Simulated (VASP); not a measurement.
# Sr4Ti4O11 (a cell with a defect) in VASP: a series of runs, part 2 of 2

VASP 6.6.1. The steps go on from the part before.

### 3 Single point, PBEsol

Contents of INCAR:

```
PREC     = Accurate       # precision mode
ENCUT    = 520            # plane-wave cutoff, eV
EDIFF    = 1E-7           # SCF threshold, eV
ISMEAR   = 0              # smearing method
SIGMA    = 0.02           # smearing width, eV
LREAL    = Auto         
LASPH    = T              # aspherical terms in the spheres
NELM     = 100            # most SCF steps
ALGO     = Normal         # electronic algorithm
ISIF     = 2              # what is computed and relaxed
LWAVE    = F              # write WAVECAR
LCHARG   = T              # write CHGCAR
GGA      = PS             # functional
LELF     = T              # ELF
LVHAR    = T            
NELECT   = 152.0        
NBANDS   = 92             # bands
```

Contents of KPOINTS:

```
Automatic mesh
0
Gamma
  3 3 3
```

Contents of POSCAR:

```
Sr4Ti4O11
1.0
   -3.8911252269      3.8911252269      3.8911252269
    3.8911252269     -3.8911252269      3.8911252269
    3.8911252269      3.8911252269     -3.8911252269
Sr Ti O
4 4 11
Direct
    0.0013535930      0.0027071861      0.0013535930
    0.4986463778      0.4999999708      0.0013535930
    0.4986463778     -0.0027071861      0.4986463778
    0.0013535930      0.4999999708      0.4986463778
    0.4845789817      0.5000000993      0.4845789817
    0.0000000000      0.0000000000      0.5000000993
    0.0154211177      0.5000000993      0.0154211177
    0.5000000993      0.0000000000      0.0000000000
    0.2750966462      0.2560344224      0.5190623232
    0.2499999212      0.0000000000      0.7500000205
    0.2500000497      0.5000000993      0.2500000497
    0.7500000205      0.0000000000      0.2499999212
    0.7630278716      0.7439656478      0.5190623232
    0.7369721694      0.2560344224     -0.0190623523
    0.2249033246      0.7439656478     -0.0190622238
    0.5190623232      0.2560344224      0.2750966462
   -0.0190622238      0.7439656478      0.2249033246
   -0.0190623523      0.2560344224      0.7369721694
    0.5190623232      0.7439656478      0.7630278716
```

Potentials or basis: VASP PAW PBE potentials, release 64 (Sr_sv, Ti_sv, O).

The run is started by

```console
cat potpaw_PBE.64/Sr_sv/POTCAR potpaw_PBE.64/Ti_sv/POTCAR potpaw_PBE.64/O/POTCAR > POTCAR
mpirun -np 1 vasp_std > vasp.out
```

OUTCAR:

```text
PREC = Accurate
   ENCUT = 520
   EDIFF = 1E-7
   ISMEAR = 0
   LREAL = Auto
   LASPH = T
   NELM = 100
   ISIF = 2
   GGA = PS
   NELECT = 152.0

 ion  position               nearest neighbor table
   1  0.001  0.003  0.001-  13 2.66  19 2.66  17 2.66  15 2.66  11 2.74  10 2.75  12 2.75  18 2.85
                            14 2.85   9 2.85  16 2.85   7 3.29   5 3.29   6 3.37   8 3.37   8 3.37
   2  0.499  0.500  0.001-   9 2.66  14 2.66  17 2.66  19 2.66  11 2.74  10 2.75  12 2.75  16 2.85
                            15 2.85  13 2.85  18 2.85   7 3.29   5 3.29   6 3.37   8 3.37   8 3.37
   3  0.499  0.997  0.499-  14 2.66  18 2.66  16 2.66   9 2.66  11 2.74  12 2.75  10 2.75  15 2.85
                            17 2.85  19 2.85  13 2.85   7 3.29   5 3.29   8 3.37   6 3.37   8 3.37
   4  0.001  0.500  0.499-  16 2.66  18 2.66  13 2.66  15 2.66  11 2.74  12 2.75  10 2.75   9 2.85
                            17 2.85  19 2.85  14 2.85   7 3.29   5 3.29   8 3.37   6 3.37   6 3.37
   5  0.485  0.500  0.485-  11 1.83  13 1.92  19 1.92   9 1.92  16 1.92   3 3.29   4 3.29   2 3.29
                             1 3.29   1 3.45   2 3.45   4 3.45   3 3.45
   6  0.000  0.000  0.500-  10 1.95  12 1.95  13 2.00   9 2.00  18 2.00  17 2.00   1 3.37   2 3.37
                             3 3.37   4 3.37   3 3.37   4 3.37   2 3.37   1 3.37
   7  0.015  0.500  0.015-  11 1.83  15 1.92  17 1.92  14 1.92  18 1.92   3 3.29   4 3.29   2 3.29
                             1 3.29   1 3.45   4 3.45   2 3.45   3 3.45
   8  0.500  0.000  0.000-  12 1.95  10 1.95  19 2.00  16 2.00  14 2.00  15 2.00   1 3.37   4 3.37
                             3 3.37   2 3.37   3 3.37   2 3.37   4 3.37   1 3.37
   9  0.275  0.256  0.519-   5 1.92   6 2.00   2 2.66   3 2.66   4 2.85   1 2.85
  10  0.250  0.000  0.750-   6 1.95   8 1.95   1 2.75   2 2.75   4 2.75   3 2.75
  11  0.250  0.500  0.250-   5 1.83   7 1.83   3 2.74   2 2.74   4 2.74   1 2.74
  12  0.750  0.000  0.250-   8 1.95   6 1.95   1 2.75   4 2.75   2 2.75   3 2.75
  13  0.763  0.744  0.519-   5 1.92   6 2.00   1 2.66   4 2.66   3 2.85   2 2.85
  14  0.737  0.256  0.981-   7 1.92   8 2.00   3 2.66   2 2.66   1 2.85   4 2.85
  15  0.225  0.744  0.981-   7 1.92   8 2.00   1 2.66   4 2.66   3 2.85   2 2.85
  16  0.519  0.256  0.275-   5 1.92   8 2.00   4 2.66   3 2.66   2 2.85   1 2.85
  17  0.981  0.744  0.225-   7 1.92   6 2.00   1 2.66   2 2.66   3 2.85   4 2.85
  18  0.981  0.256  0.737-   7 1.92   6 2.00   3 2.66   4 2.66   1 2.85   2 2.85
  19  0.519  0.744  0.763-   5 1.92   8 2.00   1 2.66   2 2.66   3 2.85   4 2.85

  LATTYP: Found a body centered cubic cell.
 ALAT       =     7.7822504538

  Lattice vectors:

 A1 = (  -3.8911252269,   3.8911252269,   3.8911252269)
 A2 = (   3.8911252269,  -3.8911252269,   3.8911252269)
 A3 = (   3.8911252269,   3.8911252269,  -3.8911252269)

Analysis of symmetry for initial positions (statically):
=====================================================================
 Subroutine PRICEL returns:
 Original cell was already a primitive cell.

 Routine SETGRP: Setting up the symmetry group for a
 body centered cubic supercell.

 Subroutine GETGRP returns: Found 16 space group operations
 (whereof  4 operations were pure point group operations)
 out of a pool of 48 trial point group operations.

The static configuration has the point symmetry C_2v.
 The point group associated with its full space group is D_4h.

Analysis of symmetry for dynamics (positions and initial velocities):
=====================================================================
 Subroutine PRICEL returns:
 Original cell was already a primitive cell.

 Routine SETGRP: Setting up the symmetry group for a
 body centered cubic supercell.

 Subroutine GETGRP returns: Found 16 space group operations
 (whereof  4 operations were pure point group operations)
[... 106 lines left out ...]
   NGX,Y,Z   is equivalent  to a cutoff of  12.33, 12.33, 12.33 a.u.
   NGXF,Y,Z  is equivalent  to a cutoff of  24.67, 24.67, 24.67 a.u.
 SYSTEM =  unknown system
   PREC   = accura    normal or accurate (medium, high low for compatibility)
   ISTART =      0    job   : 0-new  1-cont  2-samecut
   ICHARG =      2    charge: 1-file 2-atom 10-const
   ISPIN  =      1    spin polarized calculation?
   LNONCOLLINEAR =      F non collinear calculations
   LSORBIT =      F    spin-orbit coupling
   LASPH  =      T    aspherical Exc in radial PAW
   ENCUT  =  520.0 eV  38.22 Ry    6.18 a.u.  12.53 12.53 12.53*2*pi/ulx,y,z
   NELM   =    100;   NELMIN=  2; NELMDL= -5     # of ELM steps
   EDIFF  = 0.1E-06   stopping-criterion for ELM
   LREAL  =      T    real-space projection
   EDIFFG = 0.1E-05   stopping-criterion for IOM
   NSW    =      0    number of steps for IOM
   IBRION =     -1    ionic relax: 0-MD 1-quasi-New 2-CG
   NFREE  =      0    steps in history (QN), initial steepest desc. (CG)
   ISIF   =      2    stress and relaxation
   ISYM   =      2    0-nonsym 1-usesym 2-fastsym
   POTIM  = 0.5000    time-step for ionic-motion
   TEBEG  =    0.0;   TEEND  =   0.0 temperature during run
   PSTRESS=    0.0 pullay stress
   NELECT =     152.0000    total number of electrons
   NUPDOWN=      -1.0000    fix difference up-down
   EMIN   =  10.00;   EMAX   =-10.00  energy-range for DOS
   EFERMI =   0.00;   METHOD = LEGACY
   ISMEAR =     0;   SIGMA  =   0.02  broadening in eV -4-tet -1-fermi 0-gaus
   EFERMI_NEDOS =   21; number of points for ismear=-14 and -15
   IALGO  =     38    algorithm
   IMIX   =      4    mixing-type and parameters
     AMIX     =   0.40;   BMIX     =  1.00
     AMIX_MAG =   1.60;   BMIX_MAG =  1.00
  volume/ion in A,a.u.               =      12.40        83.70
  Fermi-wavevector in a.u.,A,eV,Ry     =   1.414471  2.672963 27.221573  2.000729
  Thomas-Fermi vector in A             =   2.536010
   LORBIT       =      0    0 simple, 1 ext, 2 COOP (PROOUT), +10 PAW based schemes
   GGA     = PS    functional components
   LHFCALC =     F    Hartree Fock is set to
   AEXX    =    0.0000 exact exchange contribution
   IVDW    =     0    specifies the selected vdW correction
   LEPSILON=     F    determine dielectric tensor
   LRPA    =     F    only Hartree local field effects (RPA)
 non-spin polarized calculation
 Gauss-broadening in eV      SIGMA  =   0.02
  energy-cutoff  :      520.00
  volume of cell :      235.66
 maximum number of plane-waves:      6363
 NGX is ok and might be reduce to    50
   NGX = 25   NGY = 25   NGZ = 25

 number of electron     151.9999997 magnetization

 Free energy of the ion-electron system (eV)
  ---------------------------------------------------
  ext. energy  EPLUGINS =         0.00000000
  ---------------------------------------------------
  free energy    TOTEN  =      -169.59115623 eV

  energy without entropy =     -169.59115623  energy(sigma->0) =     -169.59115623

 E-fermi :   4.0353     XC(G=0): -11.2448

 val. band max:        3.9312244273   @ k =   0.3333  -0.3333   0.3333
 cond. band min:       5.7322357525   @ k =   0.0000   0.0000   0.0000
 fundamental gap:      1.8010113252
 Fermi energy:         4.0353096707

 k-point     1 :       0.0000    0.0000    0.0000
  band No.  band energies     occupation
      1     -52.4272      2.00000
      2     -52.4255      2.00000
      3     -52.3829      2.00000
      4     -52.3804      2.00000
      5     -29.0567      2.00000
      6     -28.9600      2.00000
[... 535 lines left out ...]
     87       8.0812      0.00000
     88       8.0812      0.00000
 [bands above 88 left out]

------------------------ aborting loop because EDIFF is reached ----------------------------------------

  FORCE on cell =-STRESS in cart. coord.  units (eV):
  Direction    XX          YY          ZZ          XY          YZ          ZX
  --------------------------------------------------------------------------------------
  -------------------------------------------------------------------------------------
  Total      -17.9782074    -17.3407529    -17.9782074      0.0000000      0.0000000      0.0000000
  in kB     -122.2281824   -117.8943298   -122.2281824      0.0000000      0.0000000      0.0000000
  external PRESSURE =    -120.7835648 kB  Pullay stress =       0.0000000 kB

 VOLUME and BASIS-vectors are now :
 -----------------------------------------------------------------------------
  energy-cutoff  :      520.00
  volume of cell :      235.66
      direct lattice vectors                 reciprocal lattice vectors
    -3.891125227  3.891125227  3.891125227     0.000000000  0.128497535  0.128497535
     3.891125227 -3.891125227  3.891125227     0.128497535  0.000000000  0.128497535
     3.891125227  3.891125227 -3.891125227     0.128497535  0.128497535  0.000000000

 POSITION                                       TOTAL-FORCE (eV/Angst)
 -----------------------------------------------------------------------------------
      0.01053     -0.00000      0.01053        -0.001118      0.000000     -0.001118
      0.01053      0.00000      3.88059        -0.001118      0.000000      0.001118
      3.88059     -0.00000      3.88059         0.001118      0.000000      0.001118
      3.88059      0.00000      0.01053         0.001118      0.000000     -0.001118
      1.94556      1.82555      1.94556         0.000000      0.069050      0.000000
      1.94556      1.94556     -1.94556         0.000000      0.000000     -0.000000
[... 11 lines left out ...]
      0.04696      5.68834      1.94556        -0.009353     -0.000906     -0.000000
      3.84416      2.09391      1.94556         0.009353      0.000906     -0.000000
 -----------------------------------------------------------------------------------
    total drift:                               -0.003921     -0.000370     -0.004609

  FREE ENERGIE OF THE ION-ELECTRON SYSTEM (eV)
  ---------------------------------------------------
  free  energy   TOTEN  =      -169.5911562300 eV

  energy  without entropy=     -169.5911562300  energy(sigma->0) =     -169.59115623
```

It took 7.5 min on 1 thread of Intel Xeon Platinum 8259CL at 2.50GHz (Skylake/Cascade Lake), shared host; peak memory 0.4 GiB.

Results:

- Free energy: -169.5912 eV
- Largest force: 0.069 eV/Å

Forces on the atoms (eV/Å):
```
Sr  -0.001  0.000 -0.001
Sr  -0.001  0.000  0.001
Sr   0.001  0.000  0.001
Sr   0.001  0.000 -0.001
Ti   0.000  0.069  0.000
Ti   0.000  0.000  0.000
Ti   0.000 -0.069  0.000
Ti   0.000  0.000  0.000
O    0.000  0.001 -0.009
O    0.000  0.000  0.000
O    0.000  0.000  0.000
O    0.000  0.000  0.000
O    0.000  0.001  0.009
O    0.000 -0.001 -0.009
O    0.000 -0.001  0.009
O   -0.009  0.001  0.000
O    0.009 -0.001  0.000
O   -0.009 -0.001  0.000
O    0.009  0.001  0.000
```

Caveat: the cell carries a net charge on a neutralising background, which shifts energy and pressure; the cell is charged against a uniform background, so pressure and absolute levels hang on convention; the PAW data sets were made with another functional, which shifts forces and pressure a little.
